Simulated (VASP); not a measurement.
# Rh (Fm-3m) in VASP: notebook

Rh is run at these levels: PBE; tasks: single point.

Program: VASP 6.6.1. These are calculated values, not measurements. Logs are shortened: lines on timing, memory, paths and dates and some standing lists are left out, and cuts for length are marked.

**1. The cell of the first run**

The structure is cubic, space group Fm-3m (No. 225). Conventional cell: a = 3.821 Å, b = 3.821 Å, c = 3.821 Å, α = 90.00°, β = 90.00°, γ = 90.00°. Rh (site symmetry m-3m) has 12 Rh at 2.70 Å within 3.6 Å.

**2. Single point, PBE**

INCAR

```
SYSTEM = Rh
PREC = Accurate ; ENCUT = 500
EDIFF = 1E-6 ; ISMEAR = -1
SIGMA = 0.05 ; LREAL = .False.
LASPH = .True. ; NELM = 120
ALGO = Normal ; ISIF = 2
LWAVE = .False. ; LCHARG = .False.
GGA = PE ; NBANDS = 14
GGA_COMPAT = .False.
```

KPOINTS

```
Automatic mesh
0
Gamma
  10 10 10
  0 0 0
```

POSCAR

```
Rh
1.0
    0.0000000000      1.9104189093      1.9104189093
    1.9104189093      0.0000000000      1.9104189093
    1.9104189093      1.9104189093      0.0000000000
Rh
1
Direct
    0.0000000000      0.0000000000      0.0000000000
```

Potentials or basis: VASP PAW PBE potentials, release 64 (Rh_pv).

Run with:

```
> cat potpaw_PBE.64/Rh_pv/POTCAR > POTCAR
> mpirun -np 1 vasp_std > vasp.out
```

OUTCAR:

```text
SYSTEM = Rh
   PREC = Accurate
   ENCUT = 500
   EDIFF = 1E-6
   ISMEAR = -1
   LREAL = .False.
   LASPH = .True.
   NELM = 120
   ISIF = 2
   GGA = PE

 ion  position               nearest neighbor table
   1  0.000  0.000  0.000-

  LATTYP: Found a face centered cubic cell.
 ALAT       =     3.8208378186

  Lattice vectors:

 A1 = (   0.0000000000,   1.9104189093,   1.9104189093)
 A2 = (   1.9104189093,   0.0000000000,   1.9104189093)
 A3 = (   1.9104189093,   1.9104189093,   0.0000000000)

Analysis of symmetry for initial positions (statically):
=====================================================================
 Subroutine PRICEL returns:
 Original cell was already a primitive cell.

 Routine SETGRP: Setting up the symmetry group for a
 face centered cubic supercell.

 Subroutine GETGRP returns: Found 48 space group operations
 (whereof 48 operations were pure point group operations)
 out of a pool of 48 trial point group operations.

The static configuration has the point symmetry O_h .

Analysis of symmetry for dynamics (positions and initial velocities):
=====================================================================
 Subroutine PRICEL returns:
 Original cell was already a primitive cell.

 Routine SETGRP: Setting up the symmetry group for a
 face centered cubic supercell.

 Subroutine GETGRP returns: Found 48 space group operations
 (whereof 48 operations were pure point group operations)
 out of a pool of 48 trial point group operations.

The dynamic configuration has the point symmetry O_h .

 Subroutine INISYM returns: Found 48 space group operations
 (whereof 48 operations are pure point group operations),
 and found     1 'primitive' translations

----------------------------------------------------------------------------------------

                                     Primitive cell

  volume of cell :      13.9449

  direct lattice vectors                    reciprocal lattice vectors
     0.000000000  1.910418909  1.910418909    -0.261722703  0.261722703  0.261722703
     1.910418909  0.000000000  1.910418909     0.261722703 -0.261722703  0.261722703
     1.910418909  1.910418909  0.000000000     0.261722703  0.261722703 -0.261722703

  length of vectors
     2.701740331  2.701740331  2.701740331     0.453317018  0.453317018  0.453317018

  position of ions in fractional coordinates (direct lattice)
     0.000000000  0.000000000  0.000000000

  ion indices of the primitive-cell ions
   primitive index   ion index
                 1           1

----------------------------------------------------------------------------------------

 KPOINTS: Automatic mesh

Automatic generation of k-mesh.
 Grid dimensions read from file:
 generate k-points for:   10   10   10

 Generating k-lattice:

  Cartesian coordinates                     Fractional coordinates (reciprocal lattice)
    -0.026172270  0.026172270  0.026172270     0.100000000  0.000000000  0.000000000
     0.026172270 -0.026172270  0.026172270     0.000000000  0.100000000  0.000000000
     0.026172270  0.026172270 -0.026172270     0.000000000  0.000000000  0.100000000

  Length of vectors
     0.045331702  0.045331702  0.045331702

  Shift w.r.t. Gamma in fractional coordinates (k-lattice)
     0.000000000  0.000000000  0.000000000

 Subroutine IBZKPT returns following result:
 ===========================================

 Found     47 irreducible k-points:

 Following reciprocal coordinates:
            Coordinates               Weight
  0.000000  0.000000  0.000000      1.000000
  0.100000  0.000000  0.000000      8.000000
  0.200000  0.000000  0.000000      8.000000
  0.300000  0.000000  0.000000      8.000000
  0.400000  0.000000  0.000000      8.000000
  0.500000  0.000000  0.000000      4.000000
[... 16 lines left out ...]
  0.300000  0.300000  0.000000      6.000000
  0.400000  0.300000  0.000000     24.000000
 [... further k-points ...]
   k-points           NKPTS =     47   k-points in BZ     NKDIM =     47   number of bands    NBANDS=     14
   number of dos      NEDOS =    301   number of ions     NIONS =      1
   total plane-waves  NPLWV =   8000
   dimension x,y,z NGX =    20 NGY =   20 NGZ =   20
   dimension x,y,z NGXF=    40 NGYF=   40 NGZF=   40
   ions per type =               1
   NGX,Y,Z   is equivalent  to a cutoff of  12.31, 12.31, 12.31 a.u.
   NGXF,Y,Z  is equivalent  to a cutoff of  24.61, 24.61, 24.61 a.u.
 SYSTEM =  Rh
   PREC   = accura    normal or accurate (medium, high low for compatibility)
   ISTART =      0    job   : 0-new  1-cont  2-samecut
   ICHARG =      2    charge: 1-file 2-atom 10-const
   ISPIN  =      1    spin polarized calculation?
   LNONCOLLINEAR =      F non collinear calculations
   LSORBIT =      F    spin-orbit coupling
   LASPH  =      T    aspherical Exc in radial PAW
   ENCUT  =  500.0 eV  36.75 Ry    6.06 a.u.   4.93  4.93  4.93*2*pi/ulx,y,z
   NELM   =    120;   NELMIN=  2; NELMDL= -5     # of ELM steps
   EDIFF  = 0.1E-05   stopping-criterion for ELM
   LREAL  =      F    real-space projection
   EDIFFG = 0.1E-04   stopping-criterion for IOM
   NSW    =      0    number of steps for IOM
   IBRION =     -1    ionic relax: 0-MD 1-quasi-New 2-CG
   NFREE  =      0    steps in history (QN), initial steepest desc. (CG)
   ISIF   =      2    stress and relaxation
   ISYM   =      2    0-nonsym 1-usesym 2-fastsym
   POTIM  = 0.5000    time-step for ionic-motion
   TEBEG  =    0.0;   TEEND  =   0.0 temperature during run
   PSTRESS=    0.0 pullay stress
   NELECT =      15.0000    total number of electrons
   NUPDOWN=      -1.0000    fix difference up-down
   EMIN   =  10.00;   EMAX   =-10.00  energy-range for DOS
   EFERMI =   0.00;   METHOD = LEGACY
   ISMEAR =    -1;   SIGMA  =   0.05  broadening in eV -4-tet -1-fermi 0-gaus
   EFERMI_NEDOS =   21; number of points for ismear=-14 and -15
   IALGO  =     38    algorithm
   IMIX   =      4    mixing-type and parameters
     AMIX     =   0.40;   BMIX     =  1.00
     AMIX_MAG =   1.60;   BMIX_MAG =  1.00
  volume/ion in A,a.u.               =      13.94        94.10
  Fermi-wavevector in a.u.,A,eV,Ry     =   1.677387  3.169802 38.281728  2.813628
  Thomas-Fermi vector in A             =   2.761662
   LORBIT       =      0    0 simple, 1 ext, 2 COOP (PROOUT), +10 PAW based schemes
   GGA     = PE    functional components
   LHFCALC =     F    Hartree Fock is set to
   AEXX    =    0.0000 exact exchange contribution
   IVDW    =     0    specifies the selected vdW correction
   LEPSILON=     F    determine dielectric tensor
   LRPA    =     F    only Hartree local field effects (RPA)
 non-spin polarized calculation
  energy-cutoff  :      500.00
  volume of cell :       13.94
 maximum number of plane-waves:       364
   NGX =  9   NGY =  9   NGZ =  9

 number of electron      15.0000005 magnetization

 Free energy of the ion-electron system (eV)
  ---------------------------------------------------
  ext. energy  EPLUGINS =         0.00000000
  ---------------------------------------------------
  free energy    TOTEN  =        -7.27241519 eV

  energy without entropy =       -7.25964718  energy(sigma->0) =       -7.26603118

 E-fermi :  11.6689     XC(G=0): -13.9414

 val. band max:       11.6682198555   @ k =  -0.4000   0.5000   0.1000
 cond. band min:      11.7373936567   @ k =   0.5000   0.2000   0.1000
 fundamental gap:      0.0691738012
 Fermi energy:        11.6689393696

 k-point     1 :       0.0000    0.0000    0.0000
  band No.  band energies     occupation
      1     -34.7179      2.00000
      2     -34.7179      2.00000
      3     -34.7179      2.00000
      4       3.7909      2.00000
      5       8.6294      2.00000
      6       8.6294      2.00000
      7       8.6294      2.00000
      8      10.6697      2.00000
      9      10.6697      2.00000
     10      27.6495      0.00000
     11      32.2009      0.00000
     12      33.0329      0.00000
     13      33.0329      0.00000
     14      33.0329      0.00000

 k-point     2 :       0.1000    0.0000    0.0000
  band No.  band energies     occupation
      1     -34.7865      2.00000
      2     -34.7272      2.00000
      3     -34.7272      2.00000
      4       4.1802      2.00000
      5       8.4703      2.00000
      6       8.7736      2.00000
      7       8.7736      2.00000
      8      10.5967      2.00000
      9      10.5967      2.00000
     10      28.1842      0.00000
     11      31.1896      0.00000
     12      32.2029      0.00000
     13      33.5971      0.00000
     14      33.5971      0.00000

 k-point     3 :       0.2000    0.0000    0.0000
  band No.  band energies     occupation
      1     -34.9639      2.00000
      2     -34.7515      2.00000
      3     -34.7515      2.00000
      4       5.1367      2.00000
      5       8.2953      2.00000
      6       8.9931      2.00000
      7       8.9931      2.00000
      8      10.6231      2.00000
      9      10.6231      2.00000
     10      28.1658      0.00000
     11      29.1871      0.00000
     12      32.2011      0.00000
     13      35.0868      0.00000
     14      35.0868      0.00000
[... 324 lines left out ...]
 k-point    23 :       0.3000    0.3000    0.0000
  band No.  band energies     occupation
      1     -35.1573      2.00000
      2     -34.8862      2.00000
      3     -34.8862      2.00000
      4       6.2048      2.00000
      5       6.6526      2.00000
      6      10.4687      2.00000
      7      10.8230      2.00000
      8      10.8230      2.00000
      9      11.6103      1.52744
     10      28.7656      0.00000
     11      28.7656      0.00000
     12      29.1425      0.00000
     13      32.1933      0.00000
     14      32.4883      0.00000

 k-point    24 :       0.4000    0.3000    0.0000
  band No.  band energies     occupation
      1     -35.2496      2.00000
      2     -34.9369      2.00000
      3     -34.9150      2.00000
      4       6.1601      2.00000
      5       6.4830      2.00000
      6      10.2391      2.00000
      7      10.9778      2.00000
      8      12.1085      0.00030
      9      13.0283      0.00000
     10      25.8231      0.00000
     11      27.6531      0.00000
     12      27.7333      0.00000
     13      32.1952      0.00000
     14      33.2714      0.00000

 [... further k-points ...]
[... 5 lines left out ...]
  --------------------------------------------------------------------------------------
  -------------------------------------------------------------------------------------
  Total        0.1800310      0.1800310      0.1800310     -0.0000000      0.0000000      0.0000000
  in kB       20.6843549     20.6843549     20.6843549     -0.0000000      0.0000000      0.0000000
  external PRESSURE =      20.6843549 kB  Pullay stress =       0.0000000 kB

 VOLUME and BASIS-vectors are now :
 -----------------------------------------------------------------------------
  energy-cutoff  :      500.00
  volume of cell :       13.94
      direct lattice vectors                 reciprocal lattice vectors
     0.000000000  1.910418909  1.910418909    -0.261722703  0.261722703  0.261722703
     1.910418909  0.000000000  1.910418909     0.261722703 -0.261722703  0.261722703
     1.910418909  1.910418909  0.000000000     0.261722703  0.261722703 -0.261722703

 POSITION                                       TOTAL-FORCE (eV/Angst)
 -----------------------------------------------------------------------------------
      0.00000      0.00000      0.00000         0.000000     -0.000000      0.000000
 -----------------------------------------------------------------------------------
    total drift:                               -0.000000     -0.000000     -0.000000

  FREE ENERGIE OF THE ION-ELECTRON SYSTEM (eV)
  ---------------------------------------------------
  free  energy   TOTEN  =        -7.2724151871 eV

  energy  without entropy=       -7.2596471757  energy(sigma->0) =       -7.26603118
```

Wall time 8.9 s (1 thread of AMD EPYC 7R13, shared host); peak memory 0.1 GiB.

What came out:

| Property | Result |
| --- | --- |
| Free energy | -7.2724 eV |
| Pressure | 2.1 GPa |

(Part 1 of 2 ends here.)
